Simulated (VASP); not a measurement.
# Sn3Se2S (Cmcm) in VASP: single point with PBE

Aim: the single point of Sn3Se2S with PBE.

Everything below comes from runs of VASP 6.6.1. Logs are shortened: lines on timing, memory, paths and dates and some standing lists are left out, and cuts for length are marked.

## (1) The cell of the first run

The structure is orthorhombic, space group Cmcm (No. 63). The conventional cell has a = 12.708 Å, b = 11.977 Å, c = 4.239 Å, α = 90.00°, β = 90.00°, γ = 90.00°. Within 3.6 Å of Sn (site symmetry m) lie 3 Se at 2.73 to 3.03 Å and 2 S at 2.96 Å. Sn (site symmetry m2m) has 1 S at 2.60 Å and 4 Se at 3.03 Å within 3.4 Å. Within 3.6 Å of Se (site symmetry m) lie 5 Sn at 2.73 to 3.03 Å. Within 3.4 Å of S (site symmetry m2m) lie 5 Sn at 2.60 to 2.96 Å.

## (2) Single point, PBE

INCAR

```
SYSTEM = Sn3Se2S
  ALGO = Normal
  EDIFF = 1E-6
  ENCUT = 520
  GGA = PE
  ISIF = 2
  ISMEAR = 0
  LASPH = .TRUE.
  LCHARG = .FALSE.
  LREAL = .FALSE.
  LWAVE = .FALSE.
  NBANDS = 72
  NELM = 100
  PREC = Accurate
  SIGMA = 0.1
```

KPOINTS

```
k-points
0
G
  2 2 4
  0 0 0
```

POSCAR

```
Sn3Se2S
1.0
    6.3542028000     -5.9885228000      0.0000000000
    6.3542028000      5.9885228000      0.0000000000
    0.0000000000      0.0000000000      4.2386389000
Sn Se S
6 4 2
Direct
    0.7902060000      0.5305660000      0.2500000000
    0.4694340000      0.2097940000      0.2500000000
    0.1273110000      0.8726890000      0.2500000000
    0.5305660000      0.7902060000      0.7500000000
    0.2097940000      0.4694340000      0.7500000000
    0.8726890000      0.1273110000      0.7500000000
    0.0273860000      0.3117280000      0.2500000000
    0.6882720000      0.9726140000      0.2500000000
    0.3117280000      0.0273860000      0.7500000000
    0.9726140000      0.6882720000      0.7500000000
    0.3445750000      0.6554250000      0.2500000000
    0.6554250000      0.3445750000      0.7500000000
```

Potentials or basis: VASP PAW PBE potentials, release 64 (Sn_d, Se, S).

The run is started by

```bash
$ cat potpaw_PBE.64/Sn_d/POTCAR potpaw_PBE.64/Se/POTCAR potpaw_PBE.64/S/POTCAR > POTCAR
$ mpirun -np 1 vasp_std > vasp.out
```

OUTCAR:

```text
SYSTEM = Sn3Se2S
   EDIFF = 1E-6
   ENCUT = 520
   GGA = PE
   ISIF = 2
   ISMEAR = 0
   LASPH = .TRUE.
   LREAL = .FALSE.
   NELM = 100
   PREC = Accurate

 ion  position               nearest neighbor table
   1  0.790  0.531  0.250-   7 2.73  12 2.96  12 2.96  10 3.03  10 3.03
   2  0.469  0.210  0.250-   8 2.73  12 2.96  12 2.96   9 3.03   9 3.03
   3  0.127  0.873  0.250-  11 2.60  10 3.03   9 3.03   9 3.03  10 3.03   6 3.71   6 3.71
   4  0.531  0.790  0.750-   9 2.73  11 2.96  11 2.96   8 3.03   8 3.03
   5  0.210  0.469  0.750-  10 2.73  11 2.96  11 2.96   7 3.03   7 3.03
   6  0.873  0.127  0.750-  12 2.60   8 3.03   7 3.03   7 3.03   8 3.03   3 3.71   3 3.71
   7  0.027  0.312  0.250-   1 2.73   6 3.03   6 3.03   5 3.03   5 3.03
   8  0.688  0.973  0.250-   2 2.73   6 3.03   6 3.03   4 3.03   4 3.03
   9  0.312  0.027  0.750-   4 2.73   3 3.03   3 3.03   2 3.03   2 3.03
  10  0.973  0.688  0.750-   5 2.73   3 3.03   3 3.03   1 3.03   1 3.03
  11  0.345  0.655  0.250-   3 2.60   4 2.96   5 2.96   4 2.96   5 2.96
  12  0.655  0.345  0.750-   6 2.60   2 2.96   1 2.96   1 2.96   2 2.96

  LATTYP: Found a base centered orthorhombic cell.
 ALAT       =    11.9770456000
 B/A-ratio  =     1.0610634729
 C/A-ratio  =     0.3538968659

  Lattice vectors:

 A1 = (  -6.3542028000,  -5.9885228000,   0.0000000000)
 A2 = (   6.3542028000,  -5.9885228000,   0.0000000000)
 A3 = (   0.0000000000,   0.0000000000,   4.2386389000)

Analysis of symmetry for initial positions (statically):
=====================================================================
 Subroutine PRICEL returns:
 Original cell was already a primitive cell.

 Routine SETGRP: Setting up the symmetry group for a
 base centered orthorhombic supercell.

 Subroutine GETGRP returns: Found  8 space group operations
 (whereof  4 operations were pure point group operations)
 out of a pool of  8 trial point group operations.

The static configuration has the point symmetry C_2h.
 The point group associated with its full space group is D_2h.

Analysis of symmetry for dynamics (positions and initial velocities):
=====================================================================
 Subroutine PRICEL returns:
 Original cell was already a primitive cell.

 Routine SETGRP: Setting up the symmetry group for a
 base centered orthorhombic supercell.

 Subroutine GETGRP returns: Found  8 space group operations
 (whereof  4 operations were pure point group operations)
 out of a pool of  8 trial point group operations.

The dynamic configuration has the point symmetry C_2h.
 The point group associated with its full space group is D_2h.

 Subroutine INISYM returns: Found  8 space group operations
 (whereof  4 operations are pure point group operations),
 and found     1 'primitive' translations

----------------------------------------------------------------------------------------

                                     Primitive cell

  volume of cell :     322.5798

  direct lattice vectors                    reciprocal lattice vectors
     6.354202800 -5.988522800  0.000000000     0.078688077 -0.083493044  0.000000000
     6.354202800  5.988522800  0.000000000     0.078688077  0.083493044  0.000000000
     0.000000000  0.000000000  4.238638900     0.000000000  0.000000000  0.235924792

  length of vectors
     8.731454549  8.731454549  4.238638900     0.114729691  0.114729691  0.235924792

  position of ions in fractional coordinates (direct lattice)
     0.790206000  0.530566000  0.250000000
     0.469434000  0.209794000  0.250000000
     0.127311000  0.872689000  0.250000000
     0.530566000  0.790206000  0.750000000
     0.209794000  0.469434000  0.750000000
     0.872689000  0.127311000  0.750000000
     0.027386000  0.311728000  0.250000000
     0.688272000  0.972614000  0.250000000
     0.311728000  0.027386000  0.750000000
     0.972614000  0.688272000  0.750000000
     0.344575000  0.655425000  0.250000000
     0.655425000  0.344575000  0.750000000

  ion indices of the primitive-cell ions
   primitive index   ion index
                 1           1
                 2           2
                 3           3
                 4           4
                 5           5
                 6           6
                 7           7
                 8           8
                 9           9
                10          10
                11          11
                12          12

----------------------------------------------------------------------------------------

 KPOINTS: k-points

Automatic generation of k-mesh.
 Grid dimensions read from file:
 generate k-points for:    2    2    4

 Generating k-lattice:

  Cartesian coordinates                     Fractional coordinates (reciprocal lattice)
     0.039344039 -0.041746522  0.000000000     0.500000000  0.000000000  0.000000000
     0.039344039  0.041746522  0.000000000     0.000000000  0.500000000  0.000000000
     0.000000000  0.000000000  0.058981198     0.000000000  0.000000000  0.250000000

  Length of vectors
     0.057364845  0.057364845  0.058981198

  Shift w.r.t. Gamma in fractional coordinates (k-lattice)
     0.000000000  0.000000000  0.000000000

 Subroutine IBZKPT returns following result:
 ===========================================

 Found      9 irreducible k-points:

 Following reciprocal coordinates:
            Coordinates               Weight
  0.000000  0.000000  0.000000      1.000000
  0.500000 -0.000000  0.000000      2.000000
  0.500000  0.500000  0.000000      1.000000
  0.000000  0.000000  0.250000      2.000000
  0.500000 -0.000000  0.250000      4.000000
  0.500000  0.500000  0.250000      2.000000
  0.000000  0.000000  0.500000      1.000000
  0.500000 -0.000000  0.500000      2.000000
  0.500000  0.500000  0.500000      1.000000
   k-points           NKPTS =      9   k-points in BZ     NKDIM =      9   number of bands    NBANDS=     72
   number of dos      NEDOS =    301   number of ions     NIONS =     12
   total plane-waves  NPLWV = 156800
   dimension x,y,z NGX =    70 NGY =   70 NGZ =   32
   dimension x,y,z NGXF=   140 NGYF=  140 NGZF=   64
   ions per type =               6   4   2
   NGX,Y,Z   is equivalent  to a cutoff of  13.33, 13.33, 12.55 a.u.
   NGXF,Y,Z  is equivalent  to a cutoff of  26.66, 26.66, 25.10 a.u.
 SYSTEM =  Sn3Se2S
   PREC   = accura    normal or accurate (medium, high low for compatibility)
   ISTART =      0    job   : 0-new  1-cont  2-samecut
   ICHARG =      2    charge: 1-file 2-atom 10-const
   ISPIN  =      1    spin polarized calculation?
   LNONCOLLINEAR =      F non collinear calculations
   LSORBIT =      F    spin-orbit coupling
   LASPH  =      T    aspherical Exc in radial PAW
   ENCUT  =  520.0 eV  38.22 Ry    6.18 a.u.  16.23 16.23  7.88*2*pi/ulx,y,z
   NELM   =    100;   NELMIN=  2; NELMDL= -5     # of ELM steps
   EDIFF  = 0.1E-05   stopping-criterion for ELM
   LREAL  =      F    real-space projection
   EDIFFG = 0.1E-04   stopping-criterion for IOM
   NSW    =      0    number of steps for IOM
   IBRION =     -1    ionic relax: 0-MD 1-quasi-New 2-CG
   NFREE  =      0    steps in history (QN), initial steepest desc. (CG)
   ISIF   =      2    stress and relaxation
   ISYM   =      2    0-nonsym 1-usesym 2-fastsym
   POTIM  = 0.5000    time-step for ionic-motion
   TEBEG  =    0.0;   TEEND  =   0.0 temperature during run
   PSTRESS=    0.0 pullay stress
   NELECT =     120.0000    total number of electrons
   NUPDOWN=      -1.0000    fix difference up-down
   EMIN   =  10.00;   EMAX   =-10.00  energy-range for DOS
   EFERMI =   0.00;   METHOD = LEGACY
   ISMEAR =     0;   SIGMA  =   0.10  broadening in eV -4-tet -1-fermi 0-gaus
   EFERMI_NEDOS =   21; number of points for ismear=-14 and -15
   IALGO  =     38    algorithm
   IMIX   =      4    mixing-type and parameters
     AMIX     =   0.40;   BMIX     =  1.00
     AMIX_MAG =   1.60;   BMIX_MAG =  1.00
  volume/ion in A,a.u.               =      26.88       181.41
  Fermi-wavevector in a.u.,A,eV,Ry     =   1.177397  2.224957 18.861256  1.386263
  Thomas-Fermi vector in A             =   2.313744
   LORBIT       =      0    0 simple, 1 ext, 2 COOP (PROOUT), +10 PAW based schemes
   GGA     = PE    functional components
   LHFCALC =     F    Hartree Fock is set to
   AEXX    =    0.0000 exact exchange contribution
   IVDW    =     0    specifies the selected vdW correction
   LEPSILON=     F    determine dielectric tensor
   LRPA    =     F    only Hartree local field effects (RPA)
 non-spin polarized calculation
 Gauss-broadening in eV      SIGMA  =   0.10
  energy-cutoff  :      520.00
  volume of cell :      322.58
 maximum number of plane-waves:      8720
 NGX is ok and might be reduce to    70
   NGX = 33   NGY = 33   NGZ = 15

 number of electron     120.0000009 magnetization

 Free energy of the ion-electron system (eV)
  ---------------------------------------------------
  ext. energy  EPLUGINS =         0.00000000
  ---------------------------------------------------
  free energy    TOTEN  =       -50.38877634 eV

  energy without entropy =      -50.38877482  energy(sigma->0) =      -50.38877558

 E-fermi :   5.3995     XC(G=0):  -9.5665

 val. band max:        5.1054973803   @ k =   0.5000   0.5000   0.0000
 cond. band min:       5.6903649371   @ k =   0.5000   0.5000   0.0000
 fundamental gap:      0.5848675568
 Fermi energy:         5.3994813822

 k-point     1 :       0.0000    0.0000    0.0000
  band No.  band energies     occupation
      1     -16.0905      2.00000
      2     -16.0893      2.00000
      3     -16.0857      2.00000
      4     -16.0828      2.00000
      5     -16.0822      2.00000
      6     -16.0798      2.00000
[... 64 lines left out ...]
     71       8.9367      0.00000
     72       9.3314      0.00000

 k-point     2 :       0.5000   -0.0000    0.0000
  band No.  band energies     occupation
      1     -16.0904      2.00000
      2     -16.0893      2.00000
      3     -16.0849      2.00000
      4     -16.0835      2.00000
      5     -16.0820      2.00000
      6     -16.0816      2.00000
[... 64 lines left out ...]
     71       8.4602      0.00000
     72       9.0708      0.00000

 k-point     3 :       0.5000    0.5000    0.0000
  band No.  band energies     occupation
      1     -16.0919      2.00000
      2     -16.0882      2.00000
      3     -16.0846      2.00000
      4     -16.0839      2.00000
      5     -16.0819      2.00000
      6     -16.0809      2.00000
[... 64 lines left out ...]
     71       8.9476      0.00000
     72       8.9496      0.00000

 k-point     4 :       0.0000    0.0000    0.2500
  band No.  band energies     occupation
      1     -16.0917      2.00000
      2     -16.0885      2.00000
      3     -16.0848      2.00000
      4     -16.0844      2.00000
      5     -16.0840      2.00000
      6     -16.0827      2.00000
[... 64 lines left out ...]
     71       8.9262      0.00000
     72       8.9668      0.00000

 k-point     5 :       0.5000   -0.0000    0.2500
  band No.  band energies     occupation
      1     -16.0919      2.00000
      2     -16.0891      2.00000
      3     -16.0860      2.00000
      4     -16.0837      2.00000
      5     -16.0834      2.00000
      6     -16.0815      2.00000
[... 64 lines left out ...]
     71       8.8321      0.00000
     72       9.1734      0.00000

 k-point     6 :       0.5000    0.5000    0.2500
  band No.  band energies     occupation
      1     -16.0912      2.00000
      2     -16.0895      2.00000
      3     -16.0867      2.00000
      4     -16.0850      2.00000
      5     -16.0826      2.00000
      6     -16.0814      2.00000
[... 64 lines left out ...]
     71       9.3017      0.00000
     72       9.7931      0.00000

 k-point     7 :       0.0000    0.0000    0.5000
  band No.  band energies     occupation
      1     -16.0969      2.00000
      2     -16.0969      2.00000
      3     -16.0884      2.00000
      4     -16.0884      2.00000
      5     -16.0804      2.00000
      6     -16.0804      2.00000
[... 64 lines left out ...]
     71       9.9758      0.00000
     72      10.0163      0.00000

 k-point     8 :       0.5000   -0.0000    0.5000
  band No.  band energies     occupation
      1     -16.0977      2.00000
      2     -16.0977      2.00000
      3     -16.0877      2.00000
      4     -16.0877      2.00000
      5     -16.0798      2.00000
      6     -16.0798      2.00000
[... 64 lines left out ...]
     71       9.3505      0.00000
     72       9.3816      0.00000

 k-point     9 :       0.5000    0.5000    0.5000
  band No.  band energies     occupation
      1     -16.0974      2.00000
      2     -16.0974      2.00000
      3     -16.0884      2.00000
      4     -16.0884      2.00000
      5     -16.0801      2.00000
      6     -16.0801      2.00000
[... 64 lines left out ...]
     71       9.4338      0.00000
     72       9.4339      0.00000

------------------------ aborting loop because EDIFF is reached ----------------------------------------

  FORCE on cell =-STRESS in cart. coord.  units (eV):
  Direction    XX          YY          ZZ          XY          YZ          ZX
  --------------------------------------------------------------------------------------
  -------------------------------------------------------------------------------------
  Total       -0.1901473      0.6846237      0.1396033      0.0000000      0.0000000      0.0000000
  in kB       -0.9444164      3.4003635      0.6933764      0.0000000      0.0000000      0.0000000
  external PRESSURE =       1.0497745 kB  Pullay stress =       0.0000000 kB

 VOLUME and BASIS-vectors are now :
 -----------------------------------------------------------------------------
  energy-cutoff  :      520.00
  volume of cell :      322.58
      direct lattice vectors                 reciprocal lattice vectors
     6.354202800 -5.988522800  0.000000000     0.078688077 -0.083493044  0.000000000
     6.354202800  5.988522800  0.000000000     0.078688077  0.083493044  0.000000000
     0.000000000  0.000000000  4.238638900     0.000000000  0.000000000  0.235924792

 POSITION                                       TOTAL-FORCE (eV/Angst)
 -----------------------------------------------------------------------------------
      8.39245     -1.55486      1.05966        -0.016230     -0.038976      0.000000
      4.31595     -1.55486      1.05966         0.016230     -0.038976      0.000000
      6.35420      4.46371      1.05966         0.000000     -0.067193      0.000000
      8.39245      1.55486      3.17898        -0.016230      0.038976      0.000000
      4.31595      1.55486      3.17898         0.016230      0.038976      0.000000
      6.35420     -4.46371      3.17898         0.000000      0.067193     -0.000000
      2.15480      1.70279      1.05966         0.003009     -0.009833     -0.000000
     10.55361      1.70279      1.05966        -0.003009     -0.009833     -0.000000
      2.15480     -1.70279      3.17898         0.003009      0.009833      0.000000
     10.55361     -1.70279      3.17898        -0.003009      0.009833      0.000000
      6.35420      1.86153      1.05966         0.000000     -0.014968      0.000000
      6.35420     -1.86153      3.17898         0.000000      0.014968     -0.000000
 -----------------------------------------------------------------------------------
    total drift:                               -0.000000      0.000000      0.000000

  FREE ENERGIE OF THE ION-ELECTRON SYSTEM (eV)
  ---------------------------------------------------
  free  energy   TOTEN  =       -50.3887763354 eV

  energy  without entropy=      -50.3887748222  energy(sigma->0) =      -50.38877558
```

Wall time 3.7 min (1 thread of AMD EPYC 7R43 (Zen 3), shared host); peak memory 0.43 GiB.

Results:

```
Free energy            : -50.3888 eV
Pressure               : 0.1 GPa
Largest force          : 0.067 eV/Å
Band gap on the k mesh : 0.58 eV, direct
```

Forces in eV/Å, atoms in the order of the input:
```
Sn  -0.016 -0.039  0.000
Sn   0.016 -0.039  0.000
Sn   0.000 -0.067  0.000
Sn  -0.016  0.039  0.000
Sn   0.016  0.039  0.000
Sn   0.000  0.067  0.000
Se   0.003 -0.010  0.000
Se  -0.003 -0.010  0.000
Se   0.003  0.010  0.000
Se  -0.003  0.010  0.000
S    0.000 -0.015  0.000
S    0.000  0.015  0.000
```

Levels at points of the mesh, in eV from the valence-band top:
```tsv
k point	band 56	band 57	band 58	band 59	band 60	band 61	band 62	band 63	band 64	band 65
(0.00, 0.00, 0.00)	-1.16	-1.00	-0.38	-0.13	-0.03	1.36	1.45	1.67	1.74	1.75
(0.50, 0.00, 0.00)	-1.24	-0.62	-0.47	-0.30	-0.05	1.49	1.50	1.65	2.43	2.48
(0.50, 0.50, 0.00)	-0.64	-0.56	-0.44	-0.24	0.00	0.58	1.07	1.18	2.64	2.69
(0.00, 0.00, 0.50)	-1.43	-1.29	-1.29	-0.11	-0.11	1.19	1.19	1.94	1.94	2.17
(0.50, 0.00, 0.50)	-1.58	-1.02	-1.02	-0.88	-0.88	1.92	1.92	2.11	2.11	2.85
(0.50, 0.50, 0.50)	-1.67	-1.51	-1.51	-0.70	-0.70	1.73	1.73	2.38	2.38	2.84
```

Caveat: spin-orbit coupling is left out, which moves the levels of the heavy elements.
